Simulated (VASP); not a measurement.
Runs of VASP 6.6.1 on GaN. The structure is that of space group F-43m (No. 216), or close to it. The cells are those of the table. 

| task | cell | smearing | gap on the mesh (eV) | pressure (GPa) |
| --- | --- | --- | --- | --- |
| single point | a = 3.071 Å, angles 60.0°, 2 atoms | gaussian 0.01 eV | (c) | (b) |
| single point | a = 3.187 Å, angles 60.0°, 2 atoms | gaussian 0.02 eV | 1.53 | (a) |
| single point | a = 3.135 Å, angles 60.0°, 2 atoms | gaussian 0.01 eV | 2.00 | 8.7 |
| single point | a = 3.159 Å, angles 60.0°, 2 atoms | gaussian 0.01 eV | 1.85 | 3.7 |

Alike in all rows: level PBEsol; potentials or basis VASP PAW PBE potentials, release 64 (Ga_d, N); no spin polarisation; k mesh 10 × 10 × 10; cutoff (eV) 520.

Task: Estimate the missing entries.

Result: (a) -0.5; (b) 24.6; (c) 2.39.

Caveats: the PAW data sets were made with another functional, which shifts forces and pressure a little.

A k mesh can miss the band edges, and the runs leave out spin-orbit coupling on Ga.
